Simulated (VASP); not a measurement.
# KBr (I4/mmm) in VASP: a series of runs

KBr is run at these levels: r2SCAN; tasks: single point.

All numbers are computed with VASP 6.6.1; they aren't measurements. Logs are shortened: lines on timing, memory, paths and dates and some standing lists are left out, and cuts for length are marked.

## Step 1: The cell of the first run

It takes space group I4/mmm (No. 139, tetragonal). The conventional cell has a = 4.656 Å, b = 4.656 Å, c = 6.322 Å, α = 90.00°, β = 90.00°, γ = 90.00°. Within 4.2 Å of K (site symmetry 4/mmm) lie 6 Br at 3.16 to 3.29 Å. Br (site symmetry 4/mmm) has 6 K at 3.16 to 3.29 Å within 4.2 Å.

## Step 2: Single point, r2SCAN (strain +0.000 along x and y, -0.040 along z)

Input file POSCAR:

```
KBr
1.0
    0.0000000000      3.2925000000      3.1608000000
    3.2925000000      0.0000000000      3.1608000000
    3.2925000000      3.2925000000      0.0000000000
K Br
1 1
Direct
    0.0000000000      0.0000000000      0.0000000000
    0.5000000000      0.5000000000      0.5000000000
```

Input file INCAR.step1:

```
PREC = Accurate
ENCUT = 520
ISMEAR = 0
SIGMA = 0.05
LREAL = F
LASPH = T
NELM = 100
NBANDS = 15
GGA = PE
ALGO = Normal
EDIFF = 1E-4
LWAVE = T
LCHARG = F
```

Input file INCAR.step2:

```
PREC = Accurate
ENCUT = 520
EDIFF = 1E-6
ISMEAR = 0
SIGMA = 0.05
LREAL = F
LASPH = T
NELM = 100
ALGO = Normal
ISIF = 2
LWAVE = F
LCHARG = F
METAGGA = R2SCAN
LMIXTAU = T
NBANDS = 15
ISTART = 1
```

Input file KPOINTS:

```
regular mesh
0
Gamma
  6 6 6
```

Potentials or basis: VASP PAW PBE potentials, release 64 (K_sv, Br).

Started as:

```sh
$ cat potpaw_PBE.64/K_sv/POTCAR potpaw_PBE.64/Br/POTCAR > POTCAR
$ cp INCAR.step1 INCAR
$ mpirun -np 1 vasp_std > vasp.out
$ cp INCAR.step2 INCAR
$ mpirun -np 1 vasp_std > vasp.out
```

OUTCAR:

```text
PREC = Accurate
   ENCUT = 520
   EDIFF = 1E-6
   ISMEAR = 0
   LREAL = F
   LASPH = T
   NELM = 100
   ISIF = 2
   METAGGA = R2SCAN
   ISTART = 1

 ion  position               nearest neighbor table
   1  0.000  0.000  0.000-   2 3.16   2 3.16   2 3.29   2 3.29   2 3.29   2 3.29
   2  0.500  0.500  0.500-   1 3.16   1 3.16   1 3.29   1 3.29   1 3.29   1 3.29

  LATTYP: Found a body centered tetragonal cell.
 ALAT       =     4.6562981541
 C/A-ratio  =     1.3576450199

  Lattice vectors:

 A1 = (   0.0000000000,  -3.2925000000,  -3.1608000000)
 A2 = (   0.0000000000,   3.2925000000,  -3.1608000000)
 A3 = (   3.2925000000,   0.0000000000,   3.1608000000)

Analysis of symmetry for initial positions (statically):
=====================================================================
 Subroutine PRICEL returns:
 Original cell was already a primitive cell.

 Routine SETGRP: Setting up the symmetry group for a
 body centered tetragonal supercell.

 Subroutine GETGRP returns: Found 16 space group operations
 (whereof 16 operations were pure point group operations)
 out of a pool of 16 trial point group operations.

The static configuration has the point symmetry D_4h.

Analysis of symmetry for dynamics (positions and initial velocities):
=====================================================================
 Subroutine PRICEL returns:
 Original cell was already a primitive cell.

 Routine SETGRP: Setting up the symmetry group for a
 body centered tetragonal supercell.

 Subroutine GETGRP returns: Found 16 space group operations
 (whereof 16 operations were pure point group operations)
 out of a pool of 16 trial point group operations.

The dynamic configuration has the point symmetry D_4h.

 Subroutine INISYM returns: Found 16 space group operations
 (whereof 16 operations are pure point group operations),
 and found     1 'primitive' translations

----------------------------------------------------------------------------------------

                                     Primitive cell

  volume of cell :      68.5297

  direct lattice vectors                    reciprocal lattice vectors
     0.000000000  3.292500000  3.160800000    -0.151860289  0.151860289  0.158187801
     3.292500000  0.000000000  3.160800000     0.151860289 -0.151860289  0.158187801
     3.292500000  3.292500000  0.000000000     0.151860289  0.151860289 -0.158187801

  length of vectors
     4.564122357  4.564122357  4.656298154     0.266732965  0.266732965  0.266732965

  position of ions in fractional coordinates (direct lattice)
     0.000000000  0.000000000  0.000000000
     0.500000000  0.500000000  0.500000000

  ion indices of the primitive-cell ions
   primitive index   ion index
                 1           1
                 2           2

----------------------------------------------------------------------------------------

 KPOINTS: regular mesh

Automatic generation of k-mesh.
 Grid dimensions read from file:
 generate k-points for:    6    6    6

 Generating k-lattice:

  Cartesian coordinates                     Fractional coordinates (reciprocal lattice)
    -0.025310048  0.025310048  0.026364633     0.166666667  0.000000000  0.000000000
     0.025310048 -0.025310048  0.026364633     0.000000000  0.166666667  0.000000000
     0.025310048  0.025310048 -0.026364633    -0.000000000 -0.000000000  0.166666667

  Length of vectors
     0.044455494  0.044455494  0.044455494

  Shift w.r.t. Gamma in fractional coordinates (k-lattice)
     0.000000000  0.000000000  0.000000000

 Subroutine IBZKPT returns following result:
 ===========================================

 Found     30 irreducible k-points:

 Following reciprocal coordinates:
            Coordinates               Weight
  0.000000  0.000000  0.000000      1.000000
  0.166667  0.000000  0.000000      8.000000
  0.333333  0.000000  0.000000      8.000000
  0.500000 -0.000000  0.000000      4.000000
  0.166667  0.166667  0.000000      2.000000
  0.333333  0.166667  0.000000      8.000000
[... 16 lines left out ...]
  0.333333  0.000000  0.333333      4.000000
  0.500000 -0.000000  0.333333     16.000000
 [... further k-points ...]
   k-points           NKPTS =     30   k-points in BZ     NKDIM =     30   number of bands    NBANDS=     15
   number of dos      NEDOS =    301   number of ions     NIONS =      2
   total plane-waves  NPLWV =  46656
   dimension x,y,z NGX =    36 NGY =   36 NGZ =   36
   dimension x,y,z NGXF=    72 NGYF=   72 NGZF=   72
   ions per type =               1   1
   NGX,Y,Z   is equivalent  to a cutoff of  13.11, 13.11, 12.85 a.u.
   NGXF,Y,Z  is equivalent  to a cutoff of  26.23, 26.23, 25.71 a.u.
 SYSTEM =  unknown system
   PREC   = accura    normal or accurate (medium, high low for compatibility)
   ISTART =      1    job   : 0-new  1-cont  2-samecut
   ICHARG =      0    charge: 1-file 2-atom 10-const
   ISPIN  =      1    spin polarized calculation?
   LNONCOLLINEAR =      F non collinear calculations
   LSORBIT =      F    spin-orbit coupling
   LASPH  =      T    aspherical Exc in radial PAW
   ENCUT  =  520.0 eV  38.22 Ry    6.18 a.u.   8.49  8.49  8.66*2*pi/ulx,y,z
   NELM   =    100;   NELMIN=  2; NELMDL=  0     # of ELM steps
   EDIFF  = 0.1E-05   stopping-criterion for ELM
   LREAL  =      F    real-space projection
   EDIFFG = 0.1E-04   stopping-criterion for IOM
   NSW    =      0    number of steps for IOM
   IBRION =     -1    ionic relax: 0-MD 1-quasi-New 2-CG
   NFREE  =      0    steps in history (QN), initial steepest desc. (CG)
   ISIF   =      2    stress and relaxation
   ISYM   =      2    0-nonsym 1-usesym 2-fastsym
   POTIM  = 0.5000    time-step for ionic-motion
   TEBEG  =    0.0;   TEEND  =   0.0 temperature during run
   PSTRESS=    0.0 pullay stress
   NELECT =      16.0000    total number of electrons
   NUPDOWN=      -1.0000    fix difference up-down
   EMIN   =  10.00;   EMAX   =-10.00  energy-range for DOS
   EFERMI =   0.00;   METHOD = LEGACY
   ISMEAR =     0;   SIGMA  =   0.05  broadening in eV -4-tet -1-fermi 0-gaus
   EFERMI_NEDOS =   21; number of points for ismear=-14 and -15
   IALGO  =     38    algorithm
   IMIX   =      4    mixing-type and parameters
     AMIX     =   0.40;   BMIX     =  1.00
     AMIX_MAG =   1.60;   BMIX_MAG =  1.00
  volume/ion in A,a.u.               =      34.26       231.23
  Fermi-wavevector in a.u.,A,eV,Ry     =   1.008065  1.904967 13.826179  1.016195
  Thomas-Fermi vector in A             =   2.140909
   LORBIT       =      0    0 simple, 1 ext, 2 COOP (PROOUT), +10 PAW based schemes
   METAGGA = R2SCAN    functional components
   LHFCALC =     F    Hartree Fock is set to
   AEXX    =    0.0000 exact exchange contribution
   IVDW    =     0    specifies the selected vdW correction
   LEPSILON=     F    determine dielectric tensor
   LRPA    =     F    only Hartree local field effects (RPA)
 non-spin polarized calculation
 Gauss-broadening in eV      SIGMA  =   0.05
  energy-cutoff  :      520.00
  volume of cell :       68.53
 maximum number of plane-waves:      1883
 NGX is ok and might be reduce to    36
   NGX = 17   NGY = 17   NGZ = 17

 number of electron      16.0000001 magnetization

 Free energy of the ion-electron system (eV)
  ---------------------------------------------------
  ext. energy  EPLUGINS =         0.00000000
  ---------------------------------------------------
  free energy    TOTEN  =       -23.22673686 eV

  energy without entropy =      -23.22673686  energy(sigma->0) =      -23.22673686

 E-fermi :  -1.5993     XC(G=0):  -7.9547

 val. band max:       -1.9288854817   @ k =   0.0000   0.0000   0.0000
 cond. band min:       3.2594774956   @ k =   0.0000   0.0000   0.0000
 fundamental gap:      5.1883629773
 Fermi energy:        -1.5993101794

 k-point     1 :       0.0000    0.0000    0.0000
  band No.  band energies     occupation
      1     -30.7337      2.00000
      2     -14.7462      2.00000
      3     -13.4473      2.00000
      4     -13.4446      2.00000
      5     -13.4446      2.00000
      6      -1.9644      2.00000
      7      -1.9644      2.00000
      8      -1.9289      2.00000
      9       3.2595      0.00000
     10       6.2002      0.00000
     11       6.2002      0.00000
     12       6.4632      0.00000
     13       7.1892      0.00000
     14       7.4148      0.00000
     15      10.2444      0.00000

 k-point     2 :       0.1667    0.0000    0.0000
  band No.  band energies     occupation
      1     -30.7319      2.00000
      2     -14.8010      2.00000
      3     -13.4473      2.00000
      4     -13.4463      2.00000
      5     -13.3676      2.00000
      6      -2.3377      2.00000
      7      -2.0621      2.00000
      8      -2.0419      2.00000
      9       3.9363      0.00000
     10       6.1114      0.00000
     11       6.5654      0.00000
     12       6.7276      0.00000
     13       7.5797      0.00000
     14       7.8300      0.00000
     15      11.2761      0.00000

 k-point     3 :       0.3333    0.0000    0.0000
  band No.  band energies     occupation
      1     -30.7283      2.00000
      2     -14.8961      2.00000
      3     -13.4525      2.00000
      4     -13.4468      2.00000
      5     -13.2240      2.00000
      6      -2.9567      2.00000
      7      -2.2448      2.00000
      8      -2.2312      2.00000
      9       4.9774      0.00000
     10       6.4867      0.00000
     11       7.5360      0.00000
     12       7.6567      0.00000
     13       8.5646      0.00000
     14       8.8649      0.00000
     15      10.6439      0.00000
[... 343 lines left out ...]
 k-point    23 :       0.3333    0.0000    0.3333
  band No.  band energies     occupation
      1     -30.7271      2.00000
      2     -14.7303      2.00000
      3     -13.4815      2.00000
      4     -13.4701      2.00000
      5     -13.4266      2.00000
      6      -2.8343      2.00000
      7      -2.1786      2.00000
      8      -2.1733      2.00000
      9       4.6912      0.00000
     10       5.5169      0.00000
     11       8.0343      0.00000
     12       8.5234      0.00000
     13       8.7655      0.00000
     14       8.8983      0.00000
     15       9.9424      0.00000

 k-point    24 :       0.5000   -0.0000    0.3333
  band No.  band energies     occupation
      1     -30.7253      2.00000
      2     -14.7239      2.00000
      3     -13.5180      2.00000
      4     -13.4754      2.00000
      5     -13.3996      2.00000
      6      -2.8326      2.00000
      7      -2.4054      2.00000
      8      -2.2570      2.00000
      9       4.8459      0.00000
     10       6.4717      0.00000
     11       7.8336      0.00000
     12       8.5468      0.00000
     13       8.8103      0.00000
     14       9.4452      0.00000
     15       9.9325      0.00000

 [... further k-points ...]
[... 5 lines left out ...]
  --------------------------------------------------------------------------------------
  -------------------------------------------------------------------------------------
  Total        0.1616828      0.1616828      1.0103491      0.0000000     -0.0000000     -0.0000000
  in kB        3.7800356      3.7800356     23.6212809      0.0000000     -0.0000000     -0.0000000
  external PRESSURE =      10.3937841 kB  Pullay stress =       0.0000000 kB

 VOLUME and BASIS-vectors are now :
 -----------------------------------------------------------------------------
  energy-cutoff  :      520.00
  volume of cell :       68.53
      direct lattice vectors                 reciprocal lattice vectors
     0.000000000  3.292500000  3.160800000    -0.151860289  0.151860289  0.158187801
     3.292500000  0.000000000  3.160800000     0.151860289 -0.151860289  0.158187801
     3.292500000  3.292500000  0.000000000     0.151860289  0.151860289 -0.158187801

 POSITION                                       TOTAL-FORCE (eV/Angst)
 -----------------------------------------------------------------------------------
      0.00000      0.00000      0.00000        -0.000000      0.000000      0.000000
      3.29250      3.29250      3.16080         0.000000     -0.000000      0.000000
 -----------------------------------------------------------------------------------
    total drift:                                0.000000      0.000000      0.000000

  FREE ENERGIE OF THE ION-ELECTRON SYSTEM (eV)
  ---------------------------------------------------
  free  energy   TOTEN  =       -23.2267368585 eV

  energy  without entropy=      -23.2267368585  energy(sigma->0) =      -23.22673686
```

Wall time 92 s (1 thread of AMD EPYC 9R45 (Zen 5), shared host); peak memory 0.19 GiB.

Results:

```
Free energy            : -23.2267 eV
Pressure               : 1.0 GPa
Band gap on the k mesh : 5.19 eV, direct
```

Levels at points of the mesh, in eV from the valence-band top:
```
           k point  band 4  band 5  band 6  band 7  band 8  band 9  band 10  band 11  band 12  band 13
(0.00, 0.00, 0.00)  -11.52  -11.52   -0.04   -0.04    0.00    5.19     8.13     8.13     8.39     9.12
(0.50, 0.00, 0.00)  -11.52  -11.23   -1.29   -0.40   -0.39    7.21     9.02    10.64    10.64    10.76
(0.50, 0.50, 0.00)  -11.56  -11.56   -0.84   -0.37   -0.37    6.23     8.22    10.33    10.52    10.76
(0.50, 0.00, 0.50)  -11.56  -11.55   -0.92   -0.31   -0.30    6.30     8.18    10.23    10.32    10.72
```

Caveat: the cell differs from its parent crystal (strain +0.000 along x and y, -0.040 along z); the PAW data sets were made with another functional, which shifts forces and pressure a little.

[end of part 1 of 2]
